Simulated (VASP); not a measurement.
# SnSe (Fm-3m) in VASP: further runs, part 2 of 2

VASP 6.6.1. Earlier steps stand in the parts before.

## (3) Single point, PBEsol

This run uses another cell than the first one, of 30.54 Å³/atom, 1.037 times its volume.

Input file INCAR:

```
ALGO     = Normal         # electronic algorithm
EDIFF    = 1E-7           # SCF threshold, eV
ENCUT    = 520            # plane-wave cutoff, eV
GGA      = PS             # functional
ISIF     = 2              # what is computed and relaxed
ISMEAR   = 1              # smearing method
LASPH    = T              # aspherical terms in the spheres
LCHARG   = T              # write CHGCAR
LELF     = T              # ELF
LREAL    = F              # projectors in reciprocal space
LVHAR    = T            
LWAVE    = F              # write WAVECAR
NBANDS   = 17             # bands
NELM     = 80             # most SCF steps
PREC     = Accurate       # precision mode
SIGMA    = 0.1            # smearing width, eV
```

Input file KPOINTS:

```
k-points
0
Gamma
  6 6 6
```

Input file POSCAR:

```
SnSe
1.0
    0.0000000000      3.1258814493      3.1258814493
    3.1258814493      0.0000000000      3.1258814493
    3.1258814493      3.1258814493      0.0000000000
Sn Se
1 1
Direct
    0.0000000000      0.0000000000      0.0000000000
    0.5000000000      0.5000000000      0.5000000000
```

Potentials or basis: VASP PAW PBE potentials, release 64 (Sn_d, Se).

Command:

```sh
$ cat potpaw_PBE.64/Sn_d/POTCAR potpaw_PBE.64/Se/POTCAR > POTCAR
$ mpirun -np 1 vasp_std > vasp.out
```

OUTCAR:

```text
EDIFF = 1E-7
   ENCUT = 520
   GGA = PS
   ISIF = 2
   ISMEAR = 1
   LASPH = T
   LREAL = F
   NELM = 80
   PREC = Accurate

 ion  position               nearest neighbor table
   1  0.000  0.000  0.000-   2 3.13   2 3.13   2 3.13   2 3.13   2 3.13   2 3.13
   2  0.500  0.500  0.500-   1 3.13   1 3.13   1 3.13   1 3.13   1 3.13   1 3.13

  LATTYP: Found a face centered cubic cell.
 ALAT       =     6.2517628986

  Lattice vectors:

 A1 = (   0.0000000000,   3.1258814493,   3.1258814493)
 A2 = (   3.1258814493,   0.0000000000,   3.1258814493)
 A3 = (   3.1258814493,   3.1258814493,   0.0000000000)

Analysis of symmetry for initial positions (statically):
=====================================================================
 Subroutine PRICEL returns:
 Original cell was already a primitive cell.

 Routine SETGRP: Setting up the symmetry group for a
 face centered cubic supercell.

 Subroutine GETGRP returns: Found 48 space group operations
 (whereof 48 operations were pure point group operations)
 out of a pool of 48 trial point group operations.

The static configuration has the point symmetry O_h .

Analysis of symmetry for dynamics (positions and initial velocities):
=====================================================================
 Subroutine PRICEL returns:
 Original cell was already a primitive cell.

 Routine SETGRP: Setting up the symmetry group for a
 face centered cubic supercell.

 Subroutine GETGRP returns: Found 48 space group operations
 (whereof 48 operations were pure point group operations)
 out of a pool of 48 trial point group operations.

The dynamic configuration has the point symmetry O_h .

 Subroutine INISYM returns: Found 48 space group operations
 (whereof 48 operations are pure point group operations),
 and found     1 'primitive' translations

----------------------------------------------------------------------------------------

                                     Primitive cell

  volume of cell :      61.0868

  direct lattice vectors                    reciprocal lattice vectors
     0.000000000  3.125881449  3.125881449    -0.159954883  0.159954883  0.159954883
     3.125881449  0.000000000  3.125881449     0.159954883 -0.159954883  0.159954883
     3.125881449  3.125881449  0.000000000     0.159954883  0.159954883 -0.159954883

  length of vectors
     4.420663940  4.420663940  4.420663940     0.277049983  0.277049983  0.277049983

  position of ions in fractional coordinates (direct lattice)
     0.000000000  0.000000000  0.000000000
     0.500000000  0.500000000  0.500000000

  ion indices of the primitive-cell ions
   primitive index   ion index
                 1           1
                 2           2

----------------------------------------------------------------------------------------

 KPOINTS: k-points

Automatic generation of k-mesh.
 Grid dimensions read from file:
 generate k-points for:    6    6    6

 Generating k-lattice:

  Cartesian coordinates                     Fractional coordinates (reciprocal lattice)
    -0.026659147  0.026659147  0.026659147     0.166666667  0.000000000  0.000000000
     0.026659147 -0.026659147  0.026659147     0.000000000  0.166666667  0.000000000
     0.026659147  0.026659147 -0.026659147     0.000000000  0.000000000  0.166666667

  Length of vectors
     0.046174997  0.046174997  0.046174997

  Shift w.r.t. Gamma in fractional coordinates (k-lattice)
     0.000000000  0.000000000  0.000000000

 Subroutine IBZKPT returns following result:
 ===========================================

 Found     16 irreducible k-points:

 Following reciprocal coordinates:
            Coordinates               Weight
  0.000000  0.000000  0.000000      1.000000
  0.166667  0.000000  0.000000      8.000000
  0.333333  0.000000  0.000000      8.000000
  0.500000  0.000000  0.000000      4.000000
  0.166667  0.166667  0.000000      6.000000
  0.333333  0.166667  0.000000     24.000000
[... 8 lines left out ...]
 -0.333333  0.333333  0.166667     24.000000
 -0.333333  0.500000  0.166667     12.000000
   k-points           NKPTS =     16   k-points in BZ     NKDIM =     16   number of bands    NBANDS=     17
   number of dos      NEDOS =    301   number of ions     NIONS =      2
   total plane-waves  NPLWV =  46656
   dimension x,y,z NGX =    36 NGY =   36 NGZ =   36
   dimension x,y,z NGXF=    72 NGYF=   72 NGZF=   72
   ions per type =               1   1
   NGX,Y,Z   is equivalent  to a cutoff of  13.54, 13.54, 13.54 a.u.
   NGXF,Y,Z  is equivalent  to a cutoff of  27.08, 27.08, 27.08 a.u.
 SYSTEM =  unknown system
   PREC   = accura    normal or accurate (medium, high low for compatibility)
   ISTART =      0    job   : 0-new  1-cont  2-samecut
   ICHARG =      2    charge: 1-file 2-atom 10-const
   ISPIN  =      1    spin polarized calculation?
   LNONCOLLINEAR =      F non collinear calculations
   LSORBIT =      F    spin-orbit coupling
   LASPH  =      T    aspherical Exc in radial PAW
   ENCUT  =  520.0 eV  38.22 Ry    6.18 a.u.   8.22  8.22  8.22*2*pi/ulx,y,z
   NELM   =     80;   NELMIN=  2; NELMDL= -5     # of ELM steps
   EDIFF  = 0.1E-06   stopping-criterion for ELM
   LREAL  =      F    real-space projection
   EDIFFG = 0.1E-05   stopping-criterion for IOM
   NSW    =      0    number of steps for IOM
   IBRION =     -1    ionic relax: 0-MD 1-quasi-New 2-CG
   NFREE  =      0    steps in history (QN), initial steepest desc. (CG)
   ISIF   =      2    stress and relaxation
   ISYM   =      2    0-nonsym 1-usesym 2-fastsym
   POTIM  = 0.5000    time-step for ionic-motion
   TEBEG  =    0.0;   TEEND  =   0.0 temperature during run
   PSTRESS=    0.0 pullay stress
   NELECT =      20.0000    total number of electrons
   NUPDOWN=      -1.0000    fix difference up-down
   EMIN   =  10.00;   EMAX   =-10.00  energy-range for DOS
   EFERMI =   0.00;   METHOD = LEGACY
   ISMEAR =     1;   SIGMA  =   0.10  broadening in eV -4-tet -1-fermi 0-gaus
   EFERMI_NEDOS =   21; number of points for ismear=-14 and -15
   IALGO  =     38    algorithm
   IMIX   =      4    mixing-type and parameters
     AMIX     =   0.40;   BMIX     =  1.00
     AMIX_MAG =   1.60;   BMIX_MAG =  1.00
  volume/ion in A,a.u.               =      30.54       206.12
  Fermi-wavevector in a.u.,A,eV,Ry     =   1.128329  2.132232 17.321928  1.273126
  Thomas-Fermi vector in A             =   2.265018
   LORBIT       =      0    0 simple, 1 ext, 2 COOP (PROOUT), +10 PAW based schemes
   GGA     = PS    functional components
   LHFCALC =     F    Hartree Fock is set to
   AEXX    =    0.0000 exact exchange contribution
   IVDW    =     0    specifies the selected vdW correction
   LEPSILON=     F    determine dielectric tensor
   LRPA    =     F    only Hartree local field effects (RPA)
 non-spin polarized calculation
 Methfessel and Paxton  Order N= 1 SIGMA  =   0.10
  energy-cutoff  :      520.00
  volume of cell :       61.09
 maximum number of plane-waves:      1676
 NGX is ok and might be reduce to    36
   NGX = 17   NGY = 17   NGZ = 17

 number of electron      19.9999997 magnetization

 Free energy of the ion-electron system (eV)
  ---------------------------------------------------
  ext. energy  EPLUGINS =         0.00000000
  ---------------------------------------------------
  free energy    TOTEN  =        -8.80936237 eV

  energy without entropy =       -8.80975396  energy(sigma->0) =       -8.80949290

 E-fermi :   4.3406     XC(G=0):  -9.2801

 val. band max:        4.2396360343   @ k =   0.5000   0.0000   0.0000
 cond. band min:       4.4415633915   @ k =   0.5000   0.0000   0.0000
 fundamental gap:      0.2019273572
 Fermi energy:         4.3405997123

 k-point     1 :       0.0000    0.0000    0.0000
  band No.  band energies     occupation
      1     -17.2869      2.00000
      2     -17.2869      2.00000
      3     -17.2869      2.00000
      4     -17.2826      2.00000
      5     -17.2826      2.00000
      6      -8.9304      2.00000
[... 9 lines left out ...]
     16      10.1746      0.00000
     17      12.2576      0.00000
[... 281 lines left out ...]
 k-point    16 :      -0.3333    0.5000    0.1667
  band No.  band energies     occupation
      1     -17.2943      2.00000
      2     -17.2871      2.00000
      3     -17.2804      2.00000
      4     -17.2797      2.00000
      5     -17.2759      2.00000
      6      -8.0152      2.00000
[... 9 lines left out ...]
     16      14.7551      0.00000
     17      16.6092      0.00000

------------------------ aborting loop because EDIFF is reached ----------------------------------------

  FORCE on cell =-STRESS in cart. coord.  units (eV):
  Direction    XX          YY          ZZ          XY          YZ          ZX
  --------------------------------------------------------------------------------------
  -------------------------------------------------------------------------------------
  Total       -2.4183656     -2.4183656     -2.4183656      0.0000000     -0.0000000     -0.0000000
  in kB      -63.4285870    -63.4285870    -63.4285870      0.0000000     -0.0000000     -0.0000000
  external PRESSURE =     -63.4285870 kB  Pullay stress =       0.0000000 kB

 VOLUME and BASIS-vectors are now :
 -----------------------------------------------------------------------------
  energy-cutoff  :      520.00
  volume of cell :       61.09
      direct lattice vectors                 reciprocal lattice vectors
     0.000000000  3.125881449  3.125881449    -0.159954883  0.159954883  0.159954883
     3.125881449  0.000000000  3.125881449     0.159954883 -0.159954883  0.159954883
     3.125881449  3.125881449  0.000000000     0.159954883  0.159954883 -0.159954883

 POSITION                                       TOTAL-FORCE (eV/Angst)
 -----------------------------------------------------------------------------------
      0.00000      0.00000      0.00000         0.000000     -0.000000     -0.000000
      3.12588      3.12588      3.12588        -0.000000      0.000000      0.000000
 -----------------------------------------------------------------------------------
    total drift:                               -0.000000      0.000000      0.000000

  FREE ENERGIE OF THE ION-ELECTRON SYSTEM (eV)
  ---------------------------------------------------
  free  energy   TOTEN  =        -8.8093623710 eV

  energy  without entropy=       -8.8097539595  energy(sigma->0) =       -8.80949290
```

Wall time 11 s (1 thread of Intel Xeon Platinum 8559C (Emerald Rapids), shared host); peak memory 0.2 GiB.

What came out:

- Free energy: -8.8094 eV
- Pressure: -6.3 GPa
- Band gap on the k mesh: 0.20 eV, direct

Levels at points of the mesh, in eV from the valence-band top:
| k point | band 6 | band 7 | band 8 | band 9 | band 10 | band 11 | band 12 | band 13 | band 14 | band 15 |
| --- | --- | --- | --- | --- | --- | --- | --- | --- | --- | --- |
| (0.00, 0.00, 0.00) | -13.17 | -5.42 | -1.87 | -1.87 | -1.87 | 3.88 | 3.88 | 3.88 | 5.93 | 5.93 |
| (0.50, 0.00, 0.00) | -12.46 | -7.55 | -1.65 | -1.65 | 0.00 | 0.20 | 1.28 | 1.28 | 7.83 | 9.61 |
| (0.50, 0.50, 0.00) | -12.27 | -6.02 | -4.75 | -3.13 | -3.13 | 3.29 | 4.73 | 4.73 | 5.24 | 10.13 |

Caveat: the PAW data sets were made with another functional, which shifts forces and pressure a little; spin-orbit coupling is left out, which moves the levels of the heavy elements. A k mesh can miss the band edges.
